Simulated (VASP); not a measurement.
Here is a VASP 6.6.1 calculation.

Contents of INCAR:

```
SYSTEM = BP
ALGO = Normal
EDIFF = 1E-7
EDIFFG = -0.005
ENCUT = 600
GGA = PE
IBRION = 2
ISIF = 3
ISMEAR = -1
LASPH = .True.
LCHARG = .False.
LREAL = .False.
LWAVE = .False.
NELM = 80
NSW = 32
PREC = Accurate
PSTRESS = 1100.0
SIGMA = 0.1
```

The input KPOINTS:

```
k-points
0
Gamma
  17 17 17
  0 0 0
```

File POSCAR:

```
BP
1.0
    0.0000000000      1.9187086632      1.9187086632
    1.9187086632      0.0000000000      1.9187086632
    1.9187086632      1.9187086632      0.0000000000
B P
1 1
Direct
    0.0000000000      0.0000000000      0.0000000000
    0.5000000000      0.5000000000      0.5000000000
```

Potentials or basis: VASP PAW PBE potentials, release 64 (B, P).

Launch:

```console
$ cat potpaw_PBE.64/B/POTCAR potpaw_PBE.64/P/POTCAR > POTCAR
$ mpirun -np 1 vasp_std > vasp.out
```

(1) Estimate the band gap on the k mesh.

(2) Predict the space group after relaxing (to 0.05 Å).

(3) Estimate the relaxed volume.

Answers

(1) zero (band 4 reaches 16.51 eV, above the bottom of band 5 at 13.79 eV).

(2) Fm-3m (No. 225).

(3) 7.05 Å³/atom.

Caveat: the cell is relaxed towards a set pressure, so the enthalpy falls and the energy may rise.
